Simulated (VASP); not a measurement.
# ZrSi35 (a cell with a defect) in VASP: single point with PBE

Aim: the single point of ZrSi35 (a cell with a defect) with PBE.

Program: VASP 6.6.1. These are calculated values, not measurements. Logs are shortened: lines on timing, memory, paths and dates and some standing lists are left out, and cuts for length are marked.

## Step 1: The cell of the first run

The cell holds a defect, 36 atoms: a = 9.220 Å, b = 9.220 Å, c = 9.220 Å, α = 77.59°, β = 77.59°, γ = 77.59°.

## Step 2: Single point, PBE

Contents of INCAR:

```
SYSTEM = ZrSi35
ALGO = Normal
EDIFF = 1E-6
ENCUT = 520
GGA = PE
ISIF = 2
ISMEAR = 0
LASPH = .TRUE.
LCHARG = .FALSE.
LREAL = Auto
LWAVE = .FALSE.
NBANDS = 100
NELM = 60
PREC = Accurate
SIGMA = 0.02
```

Contents of KPOINTS:

```
Automatic mesh
0
Gamma
  2 2 2
  0.5 0.5 0.5
```

Contents of POSCAR:

```
ZrSi35
1.0
   -5.7769209523      3.3353068668     -6.3650227274
    5.7769209522      3.3353068669     -6.3650227274
    0.0000000001     -6.6706137337     -6.3650227274
Zr Si
1 35
Direct
    0.4224711633      0.0881859041      0.4212413962
    0.7574830584      0.0898513204      0.0884943927
    0.0892007999      0.4235995097      0.4231238566
    0.7575945658      0.7551721748      0.4230745491
    0.4235775620      0.4237870362      0.0883988296
    0.0890284446      0.0898856516      0.7569429738
    0.7570951323      0.4233635088      0.7565929554
    0.0903786248      0.7565701342      0.0898318800
    0.4235533733      0.7553094148      0.7568581606
    0.0284958223      0.0335298040      0.3666707168
    0.3671250547      0.0334457915      0.0280802101
    0.7064993904      0.3728518408      0.3681982991
    0.3671606274      0.6949738513      0.3666239461
    0.0344070873      0.3674605474      0.0338986891
    0.7064264199      0.0350685093      0.7059420543
    0.3686904876      0.3728160489      0.7059205037
    0.7011105154      0.7007171491      0.0338547957
    0.0343445189      0.7007605818      0.7006112207
    0.2865172869      0.9529874836      0.2861247363
    0.6315505089      0.9651641813      0.9674228200
    0.9679692262      0.2979515017      0.2983452422
    0.6315745173      0.6343069018      0.2983002348
    0.2988486291      0.2978683110      0.9673838947
    0.9679000310      0.9652058604      0.6310876454
    0.6321142718      0.2985250631      0.6316421074
    0.9655022186      0.6318496168      0.9649947162
    0.2987715330      0.6342865387      0.6310189355
    0.9065091936      0.9088567552      0.2420880441
    0.2426004435      0.9088616833      0.9059235977
    0.5930003842      0.2593687809      0.2292595165
    0.2426638824      0.5727117857      0.2421059969
    0.9100992282      0.2414734582      0.9095622895
    0.5930129976      0.8961033491      0.5923602697
    0.2303023242      0.2588386941      0.5922475592
    0.5751557883      0.5764125239      0.9094818558
    0.9101996562      0.5762209121      0.5746822508
```

Potentials or basis: VASP PAW PBE potentials, release 64 (Zr_sv, Si).

Launch:

```sh
$ cat potpaw_PBE.64/Zr_sv/POTCAR potpaw_PBE.64/Si/POTCAR > POTCAR
$ mpirun -np 1 vasp_std > vasp.out
```

OUTCAR:

```text
SYSTEM = ZrSi35
   EDIFF = 1E-6
   ENCUT = 520
   GGA = PE
   ISIF = 2
   ISMEAR = 0
   LASPH = .TRUE.
   LREAL = Auto
   NELM = 60
   PREC = Accurate

 ion  position               nearest neighbor table
   1  0.422  0.088  0.421-  19 2.59  30 2.60  33 2.60  34 2.60
   2  0.757  0.090  0.088-  30 2.33  32 2.35  28 2.35  20 2.37
   3  0.089  0.424  0.423-  34 2.33  36 2.35  31 2.35  21 2.37
   4  0.758  0.755  0.423-  33 2.33  36 2.35  28 2.35  22 2.37
   5  0.424  0.424  0.088-  30 2.33  35 2.35  31 2.35  23 2.37
   6  0.089  0.090  0.757-  34 2.33  32 2.35  29 2.35  24 2.37
[... 28 lines left out ...]
  35  0.575  0.576  0.909-   5 2.35   9 2.35   7 2.37  17 2.38
  36  0.910  0.576  0.575-   4 2.35   3 2.35   7 2.37  18 2.38

  LATTYP: Found a trigonal (rhomboedric) cell.
 ALAT       =     9.2201194084
 COS(alpha) =     0.2148552077

  Lattice vectors:

 A1 = (  -5.7769209523,   3.3353068668,  -6.3650227274)
 A2 = (   5.7769209522,   3.3353068669,  -6.3650227274)
 A3 = (   0.0000000001,  -6.6706137337,  -6.3650227274)

Analysis of symmetry for initial positions (statically):
=====================================================================
 Subroutine PRICEL returns:
 Original cell was already a primitive cell.

 Routine SETGRP: Setting up the symmetry group for a
 trigonal (rhombohedral) supercell.

 Subroutine GETGRP returns: Found  1 space group operations
 (whereof  1 operations were pure point group operations)
 out of a pool of 12 trial point group operations.

The static configuration has the point symmetry C_1 .

Analysis of symmetry for dynamics (positions and initial velocities):
=====================================================================
 Subroutine PRICEL returns:
 Original cell was already a primitive cell.

 Routine SETGRP: Setting up the symmetry group for a
 trigonal (rhombohedral) supercell.

 Subroutine GETGRP returns: Found  1 space group operations
 (whereof  1 operations were pure point group operations)
 out of a pool of 12 trial point group operations.

The dynamic configuration has the point symmetry C_1 .

 Subroutine INISYM returns: Found  1 space group operations
 (whereof  1 operations are pure point group operations),
 and found     1 'primitive' translations

----------------------------------------------------------------------------------------

                                     Primitive cell

  volume of cell :     735.8401

  direct lattice vectors                    reciprocal lattice vectors
    -5.776920952  3.335306867 -6.365022727    -0.086551297  0.049970415 -0.052369543
     5.776920952  3.335306867 -6.365022727     0.086551297  0.049970415 -0.052369543
     0.000000000 -6.670613734 -6.365022727     0.000000000 -0.099940829 -0.052369543

  length of vectors
     9.220119408  9.220119408  9.220119408     0.112830574  0.112830574  0.112830574

  position of ions in fractional coordinates (direct lattice)
     0.422471163  0.088185904  0.421241396
     0.757483058  0.089851320  0.088494393
     0.089200800  0.423599510  0.423123857
     0.757594566  0.755172175  0.423074549
     0.423577562  0.423787036  0.088398830
     0.089028445  0.089885652  0.756942974
[... 28 lines left out ...]
     0.575155788  0.576412524  0.909481856
     0.910199656  0.576220912  0.574682251

  ion indices of the primitive-cell ions
   primitive index   ion index
                 1           1
                 2           2
                 3           3
                 4           4
                 5           5
                 6           6
[... 28 lines left out ...]
                35          35
                36          36

----------------------------------------------------------------------------------------

 KPOINTS: Automatic mesh

Automatic generation of k-mesh.
 Grid dimensions read from file:
 generate k-points for:    2    2    2

 Generating k-lattice:

  Cartesian coordinates                     Fractional coordinates (reciprocal lattice)
    -0.043275648  0.024985207 -0.026184772     0.500000000  0.000000000  0.000000000
     0.043275648  0.024985207 -0.026184772    -0.000000000  0.500000000 -0.000000000
     0.000000000 -0.049970415 -0.026184772     0.000000000  0.000000000  0.500000000

  Length of vectors
     0.056415287  0.056415287  0.056415287

  Shift w.r.t. Gamma in fractional coordinates (k-lattice)
     0.500000000  0.500000000  0.500000000

 Subroutine IBZKPT returns following result:
 ===========================================

 Found      4 irreducible k-points:

 Following reciprocal coordinates:
            Coordinates               Weight
  0.250000  0.250000  0.250000      2.000000
 -0.250000  0.250000  0.250000      2.000000
  0.250000 -0.250000  0.250000      2.000000
  0.250000  0.250000 -0.250000      2.000000
   k-points           NKPTS =      4   k-points in BZ     NKDIM =      4   number of bands    NBANDS=    100
   number of dos      NEDOS =    301   number of ions     NIONS =     36
   total plane-waves  NPLWV = 343000
   dimension x,y,z NGX =    70 NGY =   70 NGZ =   70
   dimension x,y,z NGXF=   140 NGYF=  140 NGZF=  140
   ions per type =               1  35
   NGX,Y,Z   is equivalent  to a cutoff of  12.62, 12.62, 12.62 a.u.
   NGXF,Y,Z  is equivalent  to a cutoff of  25.24, 25.24, 25.24 a.u.
 SYSTEM =  ZrSi35
   PREC   = accura    normal or accurate (medium, high low for compatibility)
   ISTART =      0    job   : 0-new  1-cont  2-samecut
   ICHARG =      2    charge: 1-file 2-atom 10-const
   ISPIN  =      1    spin polarized calculation?
   LNONCOLLINEAR =      F non collinear calculations
   LSORBIT =      F    spin-orbit coupling
   LASPH  =      T    aspherical Exc in radial PAW
   ENCUT  =  520.0 eV  38.22 Ry    6.18 a.u.  17.14 17.14 17.14*2*pi/ulx,y,z
   NELM   =     60;   NELMIN=  2; NELMDL= -5     # of ELM steps
   EDIFF  = 0.1E-05   stopping-criterion for ELM
   LREAL  =      T    real-space projection
   EDIFFG = 0.1E-04   stopping-criterion for IOM
   NSW    =      0    number of steps for IOM
   IBRION =     -1    ionic relax: 0-MD 1-quasi-New 2-CG
   NFREE  =      0    steps in history (QN), initial steepest desc. (CG)
   ISIF   =      2    stress and relaxation
   ISYM   =      2    0-nonsym 1-usesym 2-fastsym
   POTIM  = 0.5000    time-step for ionic-motion
   TEBEG  =    0.0;   TEEND  =   0.0 temperature during run
   PSTRESS=    0.0 pullay stress
   NELECT =     152.0000    total number of electrons
   NUPDOWN=      -1.0000    fix difference up-down
   EMIN   =  10.00;   EMAX   =-10.00  energy-range for DOS
   EFERMI =   0.00;   METHOD = LEGACY
   ISMEAR =     0;   SIGMA  =   0.02  broadening in eV -4-tet -1-fermi 0-gaus
   EFERMI_NEDOS =   21; number of points for ismear=-14 and -15
   IALGO  =     38    algorithm
   IMIX   =      4    mixing-type and parameters
     AMIX     =   0.40;   BMIX     =  1.00
     AMIX_MAG =   1.60;   BMIX_MAG =  1.00
  volume/ion in A,a.u.               =      20.44       137.94
  Fermi-wavevector in a.u.,A,eV,Ry     =   0.967746  1.828775 12.742305  0.936533
  Thomas-Fermi vector in A             =   2.097658
   LORBIT       =      0    0 simple, 1 ext, 2 COOP (PROOUT), +10 PAW based schemes
   GGA     = PE    functional components
   LHFCALC =     F    Hartree Fock is set to
   AEXX    =    0.0000 exact exchange contribution
   IVDW    =     0    specifies the selected vdW correction
   LEPSILON=     F    determine dielectric tensor
   LRPA    =     F    only Hartree local field effects (RPA)
 non-spin polarized calculation
 Gauss-broadening in eV      SIGMA  =   0.02
  energy-cutoff  :      520.00
  volume of cell :      735.84
 maximum number of plane-waves:     19842
 NGX is ok and might be reduce to    70
   NGX = 35   NGY = 35   NGZ = 35

 number of electron     152.0000001 magnetization

 Free energy of the ion-electron system (eV)
  ---------------------------------------------------
  ext. energy  EPLUGINS =         0.00000000
  ---------------------------------------------------
  free energy    TOTEN  =      -195.49130004 eV

  energy without entropy =     -195.49130004  energy(sigma->0) =     -195.49130004

 E-fermi :   5.6959     XC(G=0):  -9.3874

 val. band max:        5.5733599774   @ k =   0.2500   0.2500   0.2500
 cond. band min:       6.4892392503   @ k =   0.2500   0.2500   0.2500
 fundamental gap:      0.9158792729
 Fermi energy:         5.6958910076

 k-point     1 :       0.2500    0.2500    0.2500
  band No.  band energies     occupation
      1     -42.9446      2.00000
      2     -21.0473      2.00000
      3     -21.0453      2.00000
      4     -21.0070      2.00000
      5      -5.8866      2.00000
      6      -4.9084      2.00000
[... 80 lines left out ...]
     87       7.5389      0.00000
     88       7.5395      0.00000

 k-point     2 :      -0.2500    0.2500    0.2500
  band No.  band energies     occupation
      1     -42.9446      2.00000
      2     -21.0473      2.00000
      3     -21.0453      2.00000
      4     -21.0070      2.00000
      5      -5.7533      2.00000
      6      -5.2383      2.00000
[... 80 lines left out ...]
     87       7.7958      0.00000
     88       7.8484      0.00000

 k-point     3 :       0.2500   -0.2500    0.2500
  band No.  band energies     occupation
      1     -42.9446      2.00000
      2     -21.0473      2.00000
      3     -21.0453      2.00000
      4     -21.0070      2.00000
      5      -5.7533      2.00000
      6      -5.2382      2.00000
[... 80 lines left out ...]
     87       7.7959      0.00000
     88       7.8487      0.00000

 k-point     4 :       0.2500    0.2500   -0.2500
  band No.  band energies     occupation
      1     -42.9446      2.00000
      2     -21.0473      2.00000
      3     -21.0453      2.00000
      4     -21.0070      2.00000
      5      -5.7533      2.00000
      6      -5.2382      2.00000
[... 80 lines left out ...]
     87       7.7960      0.00000
     88       7.8487      0.00000
 [bands above 88 left out]

------------------------ aborting loop because EDIFF is reached ----------------------------------------

  FORCE on cell =-STRESS in cart. coord.  units (eV):
  Direction    XX          YY          ZZ          XY          YZ          ZX
  --------------------------------------------------------------------------------------
  -------------------------------------------------------------------------------------
  Total        7.9443588      7.9498194      9.7726644     -0.0001532     -0.0000481      0.0031975
  in kB       17.2976060     17.3094956     21.2784571     -0.0003335     -0.0001047      0.0069622
  external PRESSURE =      18.6285196 kB  Pullay stress =       0.0000000 kB

 VOLUME and BASIS-vectors are now :
 -----------------------------------------------------------------------------
  energy-cutoff  :      520.00
  volume of cell :      735.84
      direct lattice vectors                 reciprocal lattice vectors
    -5.776920952  3.335306867 -6.365022727    -0.086551297  0.049970415 -0.052369543
     5.776920952  3.335306867 -6.365022727     0.086551297  0.049970415 -0.052369543
     0.000000000 -6.670613734 -6.365022727     0.000000000 -0.099940829 -0.052369543

 POSITION                                       TOTAL-FORCE (eV/Angst)
 -----------------------------------------------------------------------------------
     -1.93114     -1.10674     -5.93155         0.001453     -0.000898     -0.010986
     -3.85686      2.23581     -5.95657         0.004312     -0.004836     -0.002917
      1.93179     -1.11215     -5.95718        -0.006868     -0.000874     -0.003106
     -0.01399      2.22337    -12.32167         0.007404      0.001476      0.000427
      0.00121      2.23655     -5.95616        -0.003109     -0.005380     -0.002235
      0.00495     -4.45254     -5.95675        -0.004468      0.006769     -0.002576
[... 28 lines left out ...]
      0.00726     -2.22597    -13.11863         0.006512     -0.004888      0.004621
     -1.92937      1.12419    -13.11897         0.001549      0.009814      0.005496
 -----------------------------------------------------------------------------------
    total drift:                                0.003869      0.000409     -0.005326

  FREE ENERGIE OF THE ION-ELECTRON SYSTEM (eV)
  ---------------------------------------------------
  free  energy   TOTEN  =      -195.4913000445 eV

  energy  without entropy=     -195.4913000445  energy(sigma->0) =     -195.49130004
```

Wall time 20 min (1 thread of Intel Xeon 8259CL, shared host); peak memory 0.72 GiB.

What came out:

| Quantity | Value |
| --- | --- |
| Free energy | -195.4913 eV |
| Pressure | 1.9 GPa |
| Largest force | 0.014 eV/Å |
| Band gap on the k mesh | 0.92 eV |

Forces on the atoms (eV/Å):
```
Zr   0.001 -0.001 -0.011
Si   0.004 -0.005 -0.003
Si  -0.007 -0.001 -0.003
Si   0.007  0.001  0.000
Si  -0.003 -0.005 -0.002
Si  -0.004  0.007 -0.003
Si  -0.002  0.001 -0.002
Si   0.002  0.002 -0.001
Si   0.004  0.006 -0.001
Si  -0.008  0.005 -0.001
Si   0.000 -0.006 -0.002
Si   0.000  0.009  0.006
Si   0.007  0.003  0.002
Si   0.000  0.001  0.001
Si  -0.009 -0.003  0.011
Si   0.006 -0.006  0.006
Si  -0.002  0.001 -0.004
Si   0.000 -0.002 -0.002
Si  -0.002  0.001  0.001
Si   0.005  0.000 -0.001
Si   0.000 -0.005 -0.001
Si   0.002 -0.005 -0.004
Si  -0.003  0.002  0.000
Si   0.002  0.004 -0.001
Si  -0.001  0.001  0.006
Si  -0.001 -0.001  0.000
Si  -0.004  0.005 -0.003
Si   0.008 -0.004 -0.004
Si   0.000  0.007 -0.005
Si  -0.001  0.001  0.004
Si  -0.006 -0.005 -0.005
Si  -0.008 -0.006  0.007
Si  -0.003 -0.003 -0.001
Si   0.007 -0.002  0.005
Si   0.007 -0.005  0.005
Si   0.002  0.010  0.005
```

Stress tensor (GPa, compression positive):
```
1.73 0.00 0.00
0.00 1.73 0.00
0.00 0.00 2.13
```

Levels at points of the mesh, in eV from the valence-band top:
```tsv
k point	band 74	band 75	band 76	band 77	band 78	band 79
(0.25, 0.25, 0.25)	-0.48	0.00	0.00	0.92	0.92	1.13
```
